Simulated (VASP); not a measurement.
# CO2 in VASP: further runs, part 2 of 3

VASP 6.6.1. The steps go on from the part before.

## (3) Single point, PBE+D3(BJ)

File INCAR:

```
SYSTEM = CO2
  ALGO = Normal
  EDIFF = 1E-6
  ENCUT = 520
  GGA = PE
  ISIF = 2
  ISMEAR = -1
  IVDW = 12
  LASPH = .True.
  LCHARG = .True.
  LELF = .True.
  LREAL = Auto
  LVHAR = .True.
  LWAVE = .False.
  NBANDS = 120
  NELM = 60
  PREC = Accurate
  SIGMA = 0.05
```

File KPOINTS:

```
k-points
0
Gamma
  1 1 1
  0 0 0
```

File POSCAR:

```
CO2
1.0
    8.5889170000      0.0000000000      0.0000000000
    0.0000000000      8.5889170000      0.0000000000
    0.0000000000      0.0000000000      8.5889170000
C O
12 24
Direct
    0.1445001739      0.5453074002      0.3325331936
    0.4367605369      0.9110345344      0.0517527414
    0.7991112267      0.3851824392      0.5207525000
    0.1964508447      0.1359077052      0.7913919764
    0.4502080996      0.3640738407      0.1165688293
    1.0324351720      0.0607876406      0.2807455236
    0.1588209550      0.7328630606      0.8908340830
    0.7387310880      0.7873286003      0.2211454599
    0.4000271513      0.7784101302      0.4929725133
    0.7676404371      0.9685272311      0.6701659825
    0.8273336440      0.3792445543     -0.0411344061
    0.4988638265      0.1300396779      0.4105872719
    0.2299242151      0.4923205103      0.4266777756
    0.0578303411      0.6080161212      0.2430923480
    0.4615366524      0.7829392227      0.0083479675
    0.4008305122      1.0408879257      0.0791019403
    0.7128488959      0.4467617978      0.6069333305
    0.8801458903      0.3160934027      0.4342922396
    0.2901529960      0.0414021931      0.7537504437
    0.1081160756      0.2333006594      0.8230956243
    0.5781520534      0.3758331813      0.1619878269
    0.3250235158      0.3558423024      0.0746310623
    0.9897522586     -0.0249391163      0.3775912609
    1.0930248831      0.1379917864      0.1897678136
    0.1159284692      0.7899366125      1.0064598366
    0.1744573850      0.6634130939      0.7762794774
    0.7182162780      0.7072952271      0.3262343786
    0.7556948100      0.8668263996      0.1112363759
    0.4514655340      0.7397090925      0.6123589272
    0.3402408010      0.8287424363      0.3778823337
    0.8576634283      0.8644046741      0.6650314586
    0.6721685633      1.0655476121      0.6686174753
    0.8211861868      0.5164795515     -0.0630230796
    0.8428652879      0.2487508029     -0.0265341952
    0.4098188398      0.2186305910      0.4555638388
    0.5926009065      0.0417514804      0.3670893548
```

Potentials or basis: VASP PAW PBE potentials, release 64 (C, O).

Run with:

```sh
cat potpaw_PBE.64/C/POTCAR potpaw_PBE.64/O/POTCAR > POTCAR
mpirun -np 1 vasp_gam > vasp.out
```

OUTCAR:

```text
SYSTEM = CO2
   EDIFF = 1E-6
   ENCUT = 520
   GGA = PE
   ISIF = 2
   ISMEAR = -1
   IVDW = 12
   LASPH = .True.
   LREAL = Auto
   NELM = 60
   PREC = Accurate
 IVDW          = 12

 ion  position               nearest neighbor table
   1  0.145  0.545  0.333-  13 1.18  14 1.20
   2  0.437  0.911  0.052-  16 1.18  15 1.18
   3  0.799  0.385  0.521-  17 1.17  18 1.18
   4  0.196  0.136  0.791-  20 1.16  19 1.19
   5  0.450  0.364  0.117-  22 1.14  21 1.17
   6  0.032  0.061  0.281-  24 1.15  23 1.17
   7  0.159  0.733  0.891-  26 1.16  25 1.17
   8  0.739  0.787  0.221-  27 1.15  28 1.17
   9  0.400  0.778  0.493-  29 1.16  30 1.19
  10  0.768  0.969  0.670-  32 1.17  31 1.18
  11  0.827  0.379  0.959-  34 1.14  33 1.19
  12  0.499  0.130  0.411-  35 1.15  36 1.17
  13  0.230  0.492  0.427-   1 1.18
  14  0.058  0.608  0.243-   1 1.20
  15  0.462  0.783  0.008-   2 1.18
  16  0.401  0.041  0.079-   2 1.18
  17  0.713  0.447  0.607-   3 1.17
[... 17 lines left out ...]
  35  0.410  0.219  0.456-  12 1.15
  36  0.593  0.042  0.367-  12 1.17

  LATTYP: Found a simple cubic cell.
[... 230 lines left out ...]
 fundamental gap:      6.1545720455
 Fermi energy:        -3.0337552493

 k-point     1 :       0.0000    0.0000    0.0000
  band No.  band energies     occupation
      1     -25.4541      2.00000
      2     -25.3390      2.00000
      3     -25.0638      2.00000
      4     -25.0290      2.00000
      5     -24.9866      2.00000
      6     -24.9531      2.00000
[... 100 lines left out ...]
    107       3.5478      0.00000
    108       3.5998      0.00000
 [bands above 108 left out]

------------------------ aborting loop because EDIFF is reached ----------------------------------------

 Edisp (eV)   -2.07603

 E8    (eV) :    -0.5267

  FORCE on cell =-STRESS in cart. coord.  units (eV):
  Direction    XX          YY          ZZ          XY          YZ          ZX
  --------------------------------------------------------------------------------------
  -------------------------------------------------------------------------------------
  Total       9.79731     8.02097     7.82620     0.19895    -0.65401    -3.03183
  in kB      24.77433    20.28253    19.79002     0.50307    -1.65379    -7.66656
  external pressure =       21.62 kB  Pullay stress =        0.00 kB

 VOLUME and BASIS-vectors are now :
 -----------------------------------------------------------------------------
  energy-cutoff  :      520.00
  volume of cell :      633.60
      direct lattice vectors                 reciprocal lattice vectors
     8.588917000  0.000000000  0.000000000     0.116429114  0.000000000  0.000000000
     0.000000000  8.588917000  0.000000000     0.000000000  0.116429114  0.000000000
     0.000000000  0.000000000  8.588917000     0.000000000  0.000000000  0.116429114

 POSITION                                       TOTAL-FORCE (eV/Angst)
 -----------------------------------------------------------------------------------
      1.24110      4.68360      2.85610        -1.018078      1.082594     -0.582787
      3.75130      7.82480      0.44450        -0.585740      0.120661     -0.905955
      6.86350      3.30830      4.47270        -0.343405     -0.285351      0.023982
      1.68730      1.16730      6.79720         1.443334     -0.977031     -0.768005
      3.86680      3.12700      1.00120         2.981715      0.464783      1.081462
      0.27858      0.52210      2.41130         0.161030     -1.367591      1.313888
[... 28 lines left out ...]
      3.51990      1.87780      3.91280        -2.115109      1.906059      0.940954
      5.08980      0.35860      3.15290         0.663893     -0.557007     -0.524839
 -----------------------------------------------------------------------------------
    total drift:                               -0.011525      0.046984      0.032331

  FREE ENERGIE OF THE ION-ELECTRON SYSTEM (eV)
  ---------------------------------------------------
  free  energy   TOTEN  =      -276.7674004874 eV

  energy  without entropy=     -276.7674004873  energy(sigma->0) =     -276.76740049
```

stdout:

```text
POSCAR found type information on POSCAR C O
 POSCAR found :  2 types and      36 ions
 scaLAPACK will be used
 LDA part: xc-table for (Slater+PW92), standard interpolation
 POSCAR, INCAR and KPOINTS ok, starting setup
 FFT: planning ... GRIDC
 FFT: planning ... GRID_SOFT
 FFT: planning ... GRID
 WAVECAR not read
 entering main loop
```

Run time: 2.9 min. Hardware: 1 thread of Intel Xeon Platinum 8259CL at 2.50GHz (Skylake/Cascade Lake), shared host; peak memory 0.51 GiB.

What came out:

| Property | Result |
| --- | --- |
| Free energy | -276.7674 eV |
| Pressure | 2.2 GPa |
| Largest force | 5.646 eV/Å |
| Band gap on the k mesh | 6.15 eV |
| Dispersion energy per atom | -0.058 eV |

Forces in eV/Å, atoms in the order of the input:
```
C   -1.018  1.083 -0.583
C   -0.586  0.121 -0.906
C   -0.343 -0.285  0.024
C    1.443 -0.977 -0.768
C    2.982  0.465  1.081
C    0.161 -1.368  1.314
C   -1.532 -0.368  0.463
C    0.439  1.371 -2.245
C   -1.089  1.006 -1.042
C    0.824 -1.653 -0.281
C    0.003  5.564 -0.957
C    1.520 -1.258 -0.597
O   -0.398  0.073 -0.605
O    1.231 -1.353  1.358
O    0.054  0.365  0.518
O    0.514 -0.663  0.298
O    0.113  0.156 -0.006
O    0.195  0.214 -0.019
O   -0.687  0.347  0.307
O   -0.615  0.632  0.131
O    0.857 -0.028  0.350
O   -3.917 -0.080 -1.424
O   -0.819 -0.433  0.589
O    0.678  1.774 -1.903
O    0.373  1.163  0.896
O    0.906 -0.739 -1.635
O   -0.438 -1.720  2.343
O    0.315  0.278 -0.084
O    0.561 -0.361  0.245
O    0.594 -0.757  0.839
O   -0.383  0.788  0.334
O   -0.299  0.793  0.464
O   -0.125 -1.293  0.403
O   -0.063 -4.206  0.680
O   -2.115  1.906  0.941
O    0.664 -0.557 -0.525
```

Caveat: the k points lie up to 0.73 Å⁻¹ apart.

## (4) Single point, PBE+D3(BJ)

File INCAR:

```
SYSTEM = CO2
PREC = Accurate ; ENCUT = 520
EDIFF = 1E-6 ; ISMEAR = -1
SIGMA = 0.05 ; LREAL = Auto
LASPH = .True. ; NELM = 60
ALGO = Normal ; ISIF = 2
LWAVE = .False. ; LCHARG = .False.
GGA = PE ; IVDW = 12
NBANDS = 120
```

File KPOINTS:

```
Automatic mesh
0
Gamma
  1 1 1
  0 0 0
```

File POSCAR:

```
CO2
1.0
    8.5889170000      0.0000000000      0.0000000000
    0.0000000000      8.5889170000      0.0000000000
    0.0000000000      0.0000000000      8.5889170000
C O
12 24
Direct
    0.1285493852      0.5273423879      0.3835058599
    0.4561110557      0.8778871655      0.0016532934
    0.7874799582      0.4407773413      0.5400680901
    0.1894185262      0.1160681841      0.7846856594
    0.4081422605      0.3781035490      0.1103515146
    1.0556162087      0.0566893358      0.2771129352
    0.1376774278      0.7251205245      0.8875740678
    0.7771876245      0.7818447890      0.1957406271
    0.4107502727      0.8099507773      0.4798160234
    0.7704463787      0.9554173128      0.7030804932
    0.7955484958      0.3710013730     -0.0316105046
    0.5243385167      0.1324846893      0.4094346237
    0.1833874981      0.5137201815      0.5028922738
    0.0686000342      0.5279478193      0.2628503687
    0.4749376435      0.7613881936     -0.0716621199
    0.4361201767      0.9999398061      0.0617889310
    0.7128605388      0.5334083447      0.6026836678
    0.8638574572      0.3486353402      0.4784770886
    0.2782655834      0.0174527242      0.7506650722
    0.1045533447      0.2156034341      0.8152715878
    0.5172596266      0.3411955198      0.1805466277
    0.2988036792      0.4081888322      0.0303414272
    0.9874120334     -0.0251603316      0.3557840878
    1.1193727917      0.1506942028      0.1946229076
    0.1080695040      0.8160400199      0.9775388445
    0.1933305445      0.6353303915      0.7931267702
    0.7519108637      0.7169821294      0.3111102366
    0.7956649249      0.8634383124      0.0867047615
    0.5156645477      0.7864204532      0.5581262457
    0.3080947225      0.8101487068      0.3892807440
    0.8782597387      0.8842092664      0.7012991277
    0.6567417056      1.0398982782      0.7133262552
    0.8299532991      0.5003424762     -0.0335781566
    0.7499082830      0.2393782592     -0.0309235728
    0.3999689367      0.1530809996      0.4621653696
    0.6539008352      0.1241832934      0.3616870439
```

Potentials or basis: VASP PAW PBE potentials, release 64 (C, O).

Run with:

```sh
cat potpaw_PBE.64/C/POTCAR potpaw_PBE.64/O/POTCAR > POTCAR
mpirun -np 1 vasp_gam > vasp.out
```

OUTCAR:

```text
SYSTEM = CO2
   PREC = Accurate
   ENCUT = 520
   EDIFF = 1E-6
   ISMEAR = -1
   LREAL = Auto
   LASPH = .True.
   NELM = 60
   ISIF = 2
   GGA = PE
   IVDW = 12
 IVDW          = 12

 ion  position               nearest neighbor table
   1  0.129  0.527  0.384-  13 1.13  14 1.16
   2  0.456  0.878  0.002-  16 1.18  15 1.19
   3  0.787  0.441  0.540-  17 1.15  18 1.16
   4  0.189  0.116  0.785-  20 1.15  19 1.18
   5  0.408  0.378  0.110-  21 1.16  22 1.19
[... 387 lines left out ...]
  -------------------------------------------------------------------------------------
  Total      11.73548     7.84460    13.52767    -4.20603    -0.38832     3.86411
  in kB      29.67537    19.83656    34.20728   -10.63573    -0.98195     9.77113
  external pressure =       27.91 kB  Pullay stress =        0.00 kB

 VOLUME and BASIS-vectors are now :
 -----------------------------------------------------------------------------
  energy-cutoff  :      520.00
  volume of cell :      633.60
      direct lattice vectors                 reciprocal lattice vectors
     8.588917000  0.000000000  0.000000000     0.116429114  0.000000000  0.000000000
     0.000000000  8.588917000  0.000000000     0.000000000  0.116429114  0.000000000
     0.000000000  0.000000000  8.588917000     0.000000000  0.000000000  0.116429114

 POSITION                                       TOTAL-FORCE (eV/Angst)
 -----------------------------------------------------------------------------------
      1.10410      4.52930      3.29390        -1.196998     -0.339754     -2.166737
      3.91750      7.54010      0.01420         0.138049     -0.285795     -1.280807
      6.76360      3.78580      4.63860         0.059763      0.055099      0.078971
      1.62690      0.99690      6.73960         1.281402     -1.164269     -0.571175
      3.50550      3.24750      0.94780        -2.739183      0.420192     -2.412447
      0.47768      0.48690      2.38010         2.697985      4.458022     -3.727908
[... 28 lines left out ...]
      3.43530      1.31480      3.96950        -0.353620     -0.214460     -0.094901
      5.61630      1.06660      3.10650        -1.252674     -0.556145      0.363474
 -----------------------------------------------------------------------------------
    total drift:                                0.015566     -0.018055     -0.031614

  FREE ENERGIE OF THE ION-ELECTRON SYSTEM (eV)
  ---------------------------------------------------
  free  energy   TOTEN  =      -276.1253400660 eV

  energy  without entropy=     -276.1253400660  energy(sigma->0) =     -276.12534007
```

stdout:

```text
POSCAR found type information on POSCAR C O
 POSCAR found :  2 types and      36 ions
 scaLAPACK will be used
 LDA part: xc-table for (Slater+PW92), standard interpolation
 POSCAR, INCAR and KPOINTS ok, starting setup
 FFT: planning ... GRIDC
 FFT: planning ... GRID_SOFT
 FFT: planning ... GRID
 WAVECAR not read
 entering main loop
```

It took 3 min on 1 thread of Intel Xeon Platinum 8259CL at 2.50GHz (Skylake/Cascade Lake), shared host; peak memory 0.52 GiB.

What came out:

| Item | Value |
| --- | --- |
| Free energy | -276.1253 eV |
| Pressure | 2.8 GPa |
| Largest force | 10.807 eV/Å |
| Band gap on the k mesh | 5.99 eV |
| Dispersion energy per atom | -0.057 eV |

Forces in eV/Å, atoms in the order of the input:
```
C   -1.197 -0.340 -2.167
C    0.138 -0.286 -1.281
C    0.060  0.055  0.079
C    1.281 -1.164 -0.571
C   -2.739  0.420 -2.412
C    2.698  4.458 -3.728
C    3.654 -5.597 -5.847
C    0.140  1.936 -1.507
C   -2.007 -0.910 -1.929
C   -8.659  6.416  0.806
C   -1.649 -4.224  0.030
C    1.678  0.630 -0.235
O    2.130 -0.265  4.099
O   -0.908  0.534 -2.139
O   -0.081  1.081  1.285
O    0.149 -0.715  0.180
O   -1.273  1.363  1.121
O    1.293 -1.559 -1.000
O    0.003 -0.207 -0.023
O   -1.450  1.418  0.461
O    1.348  0.036  1.190
O    1.280 -0.128  1.092
O   -1.764 -2.625  2.431
O   -0.873 -1.757  1.390
O   -1.794  3.589  3.825
O   -2.017  1.914  2.095
O   -0.270 -1.413  1.382
O    0.002 -0.574  0.010
O    2.422  0.083  2.205
O   -0.600  0.692 -0.348
O    6.254 -4.366 -0.339
O    2.497 -1.958 -0.414
O    0.937  2.623  0.012
O    0.924  1.609 -0.022
O   -0.354 -0.214 -0.095
O   -1.253 -0.556  0.363
```

Stress tensor (GPa, compression positive):
```
 2.97 -1.06  0.98
-1.06  1.98 -0.10
 0.98 -0.10  3.42
```

Levels at points of the mesh, in eV from the valence-band top:
| k point | band 94 | band 95 | band 96 | band 97 | band 98 | band 99 |
| --- | --- | --- | --- | --- | --- | --- |
| (0.00, 0.00, 0.00) | -0.13 | -0.10 | 0.00 | 5.99 | 7.06 | 7.26 |

Caveat: the k points lie up to 0.73 Å⁻¹ apart.

(Part 2 of 3 ends here.)
